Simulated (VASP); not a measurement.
# Ag (P-1) in VASP: notebook

The runs below take Ag through single point, with PBE, PBEsol.

All numbers are computed with VASP 6.6.1; they aren't measurements. Logs are shortened: lines on timing, memory, paths and dates and some standing lists are left out, and cuts for length are marked.

### 1 The cell of the first run

The typed cell holds 1 atom: a = 2.819 Å, b = 2.883 Å, c = 2.861 Å, α = 109.89°, β = 107.88°, γ = 109.47°.

### 2 Single point, PBE

File INCAR:

```
SYSTEM = Ag
ALGO = Normal
EDIFF = 1E-7
ENCUT = 520
GGA = PE
ISIF = 2
ISMEAR = -1
LASPH = .True.
LCHARG = .False.
LREAL = .False.
LWAVE = .False.
NBANDS = 12
NELM = 80
PREC = Accurate
SIGMA = 0.05
```

File KPOINTS:

```
k-points
0
Gamma
  8 8 8
  0 0 0
```

File POSCAR:

```
Ag
1.0
   -1.6103805100      1.6535326600      1.6181576800
    1.6593070500     -1.6605473000      1.6740988600
    1.6393304800      1.6894972700     -1.6251723200
Ag
1
Direct
    0.0000000000      0.0000000000      0.0000000000
```

Potentials or basis: VASP PAW PBE potentials, release 64 (Ag).

Run with:

```console
$ cat potpaw_PBE.64/Ag/POTCAR > POTCAR
$ mpirun -np 1 vasp_std > vasp.out
```

OUTCAR:

```text
SYSTEM = Ag
   EDIFF = 1E-7
   ENCUT = 520
   GGA = PE
   ISIF = 2
   ISMEAR = -1
   LASPH = .True.
   LREAL = .False.
   NELM = 80
   PREC = Accurate

 ion  position               nearest neighbor table
   1  0.000  0.000  0.000-

  LATTYP: Found a triclinic cell.
 ALAT       =     8.1541336646
 B/A-ratio  =     0.3535977825
 C/A-ratio  =     0.5810057972
 COS(alpha) =     0.0005620897
 COS(beta)  =     0.2946861589
 COS(gamma) =     0.9417683507

  Lattice vectors:

 A1 = (   3.2896641300,  -6.6641245300,   3.3552123600)
 A2 = (   1.6593070500,  -1.6605473000,   1.6740988600)
 A3 = (  -3.3275875000,  -3.3719799000,  -0.0419119000)

Analysis of symmetry for initial positions (statically):
=====================================================================
 Subroutine PRICEL returns:
 Original cell was already a primitive cell.

 Routine SETGRP: Setting up the symmetry group for a
 triclinic supercell.

 Subroutine GETGRP returns: Found  2 space group operations
 (whereof  2 operations were pure point group operations)
 out of a pool of  2 trial point group operations.

The static configuration has the point symmetry S_2 .

Analysis of symmetry for dynamics (positions and initial velocities):
=====================================================================
 Subroutine PRICEL returns:
 Original cell was already a primitive cell.

 Routine SETGRP: Setting up the symmetry group for a
 triclinic supercell.

 Subroutine GETGRP returns: Found  2 space group operations
 (whereof  2 operations were pure point group operations)
 out of a pool of  2 trial point group operations.

The dynamic configuration has the point symmetry S_2 .

 Subroutine INISYM returns: Found  2 space group operations
 (whereof  2 operations are pure point group operations),
 and found     1 'primitive' translations

----------------------------------------------------------------------------------------

                                     Primitive cell

  volume of cell :      18.1471

  direct lattice vectors                    reciprocal lattice vectors
    -1.610380510  1.653532660  1.618157680    -0.007147690  0.299830639  0.304488093
     1.659307050 -1.660547300  1.674098860     0.298733347 -0.001958955  0.299299358
     1.639330480  1.689497270 -1.625172320     0.300610010  0.296518567 -0.003835617

  length of vectors
     2.818852590  2.883283582  2.860592686     0.427390337  0.422877708  0.422260998

[... 85 lines left out ...]
   ISYM   =      2    0-nonsym 1-usesym 2-fastsym
   POTIM  = 0.5000    time-step for ionic-motion
   TEBEG  =    0.0;   TEEND  =   0.0 temperature during run
   PSTRESS=    0.0 pullay stress
   NELECT =      11.0000    total number of electrons
   NUPDOWN=      -1.0000    fix difference up-down
   EMIN   =  10.00;   EMAX   =-10.00  energy-range for DOS
   EFERMI =   0.00;   METHOD = LEGACY
   ISMEAR =    -1;   SIGMA  =   0.05  broadening in eV -4-tet -1-fermi 0-gaus
   EFERMI_NEDOS =   21; number of points for ismear=-14 and -15
   IALGO  =     38    algorithm
   IMIX   =      4    mixing-type and parameters
     AMIX     =   0.40;   BMIX     =  1.00
     AMIX_MAG =   1.60;   BMIX_MAG =  1.00
  volume/ion in A,a.u.               =      18.15       122.46
  Fermi-wavevector in a.u.,A,eV,Ry     =   1.385489  2.618195 26.117482  1.919581
  Thomas-Fermi vector in A             =   2.509895
   LORBIT       =      0    0 simple, 1 ext, 2 COOP (PROOUT), +10 PAW based schemes
   GGA     = PE    functional components
   LHFCALC =     F    Hartree Fock is set to
   AEXX    =    0.0000 exact exchange contribution
   IVDW    =     0    specifies the selected vdW correction
   LEPSILON=     F    determine dielectric tensor
   LRPA    =     F    only Hartree local field effects (RPA)
 non-spin polarized calculation
  energy-cutoff  :      520.00
  volume of cell :       18.15
 maximum number of plane-waves:       499
 NGX is ok and might be reduce to    24
   NGX = 11   NGY = 11   NGZ = 11

 number of electron      11.0000000 magnetization

 Free energy of the ion-electron system (eV)
  ---------------------------------------------------
  ext. energy  EPLUGINS =         0.00000000
  ---------------------------------------------------
  free energy    TOTEN  =        -2.64287512 eV

  energy without entropy =       -2.63564102  energy(sigma->0) =       -2.63925807

 E-fermi :   7.7303     XC(G=0): -11.8418

 val. band max:        7.7196031999   @ k =  -0.0000   0.3750   0.5000
 cond. band min:       7.7464974893   @ k =   0.5000   0.5000  -0.0000
 fundamental gap:      0.0268942894
 Fermi energy:         7.7303067844

 k-point     1 :       0.0000    0.0000    0.0000
  band No.  band energies     occupation
      1       0.2788      2.00000
      2       2.7311      2.00000
      3       2.9255      2.00000
      4       3.0165      2.00000
      5       4.0665      2.00000
      6       4.1361      2.00000
      7      25.0291      0.00000
      8      25.2901      0.00000
      9      25.6617      0.00000
     10      30.2863      0.00000
     11      30.5739      0.00000
     12      31.1481      0.00000
[... 331 lines left out ...]
 k-point    24 :       0.2500    0.3750    0.0000
  band No.  band energies     occupation
      1       2.0538      2.00000
      2       2.5830      2.00000
      3       3.2372      2.00000
      4       4.0729      2.00000
      5       4.3998      2.00000
      6      10.5275      0.00000
      7      11.6837      0.00000
      8      15.0421      0.00000
      9      21.3544      0.00000
     10      27.6131      0.00000
     11      29.8999      0.00000
     12      35.0140      0.00000

 [... further k-points ...]

------------------------ aborting loop because EDIFF is reached ----------------------------------------

  FORCE on cell =-STRESS in cart. coord.  units (eV):
  Direction    XX          YY          ZZ          XY          YZ          ZX
  --------------------------------------------------------------------------------------
  -------------------------------------------------------------------------------------
  Total       -0.0853588     -0.0310224     -0.0820367      0.0243950      0.0390453      0.0210734
  in kB       -7.5361788     -2.7389109     -7.2428745      2.1537892      3.4472382      1.8605362
  external PRESSURE =      -5.8393214 kB  Pullay stress =       0.0000000 kB

 VOLUME and BASIS-vectors are now :
 -----------------------------------------------------------------------------
  energy-cutoff  :      520.00
  volume of cell :       18.15
      direct lattice vectors                 reciprocal lattice vectors
    -1.610380510  1.653532660  1.618157680    -0.007147690  0.299830639  0.304488093
     1.659307050 -1.660547300  1.674098860     0.298733347 -0.001958955  0.299299358
     1.639330480  1.689497270 -1.625172320     0.300610010  0.296518567 -0.003835617

 POSITION                                       TOTAL-FORCE (eV/Angst)
 -----------------------------------------------------------------------------------
      0.00000      0.00000      0.00000        -0.000000      0.000000     -0.000000
 -----------------------------------------------------------------------------------
    total drift:                                0.000000      0.000000      0.000000

  FREE ENERGIE OF THE ION-ELECTRON SYSTEM (eV)
  ---------------------------------------------------
  free  energy   TOTEN  =        -2.6428751207 eV

  energy  without entropy=       -2.6356410169  energy(sigma->0) =       -2.63925807
```

stdout:

```text
POSCAR found type information on POSCAR Ag
 POSCAR found :  1 types and       1 ions
 scaLAPACK will be used
 LDA part: xc-table for (Slater+PW92), standard interpolation
 POSCAR, INCAR and KPOINTS ok, starting setup
 FFT: planning ... GRIDC
 FFT: planning ... GRID_SOFT
 FFT: planning ... GRID
 WAVECAR not read
 entering main loop
```

Wall time 66 s (1 thread of Intel Xeon Platinum 8375C at 2.90GHz (Ice Lake), shared host); peak memory 0.18 GiB.

Results:

- Free energy: -2.6429 eV
- Pressure: -0.6 GPa
- Band gap on the k mesh: zero (an odd number of electrons rules out a gap without spin polarisation)

Stress tensor (GPa, compression positive):
```
-0.75  0.22  0.19
 0.22 -0.27  0.34
 0.19  0.34 -0.72
```

(Continued in part 2 of 2.)

The gap in the log of VASP goes by the Fermi energy; the results here count the filled bands.